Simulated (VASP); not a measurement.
A run of VASP 6.6.1 is set up as follows.

INCAR

```
SYSTEM = MgSnO2
  ALGO = Normal
  EDIFF = 1E-6
  ENCUT = 520
  GGA = PE
  ISIF = 2
  ISMEAR = 0
  LASPH = .TRUE.
  LCHARG = .FALSE.
  LREAL = .FALSE.
  LWAVE = .FALSE.
  NBANDS = 22
  NELM = 80
  PREC = Accurate
  SIGMA = 0.1
```

File KPOINTS:

```
k-points
0
G
  6 6 6
  0 0 0
```

Contents of POSCAR:

```
MgSnO2
1.0
    1.5854173525      0.9153411353      6.1929406158
   -1.5854173525      0.9153411353      6.1929406158
    0.0000000000     -1.8306822705      6.1929406158
Mg Sn O
1 1 2
Direct
    0.0000000000      0.0000000000      0.0000000000
    0.5000000000      0.5000000000      0.5000000000
    0.6093020814      0.6093020814      0.6093020814
    0.3906979186      0.3906979186      0.3906979186
```

Potentials or basis: VASP PAW PBE potentials, release 64 (Mg, Sn_d, O).

Command:

```bash
$ cat potpaw_PBE.64/Mg/POTCAR potpaw_PBE.64/Sn_d/POTCAR potpaw_PBE.64/O/POTCAR > POTCAR
$ mpirun -np 1 vasp_std > vasp.out
```

Q: What does it give for the band gap on the k mesh?

A: 0.18 eV, direct.

Q: Predict the largest force.

A: 0.101 eV/Å.

Q: What does it give for the pressure?

A: 0.0 GPa.

Forces on the atoms (eV/Å):
```
Mg   0.000  0.000  0.000
Sn   0.000  0.000  0.000
O    0.000  0.000  0.101
O    0.000  0.000 -0.101
```

Caveat: spin-orbit coupling is left out, which moves the levels of the heavy elements. A k mesh can miss the band edges.
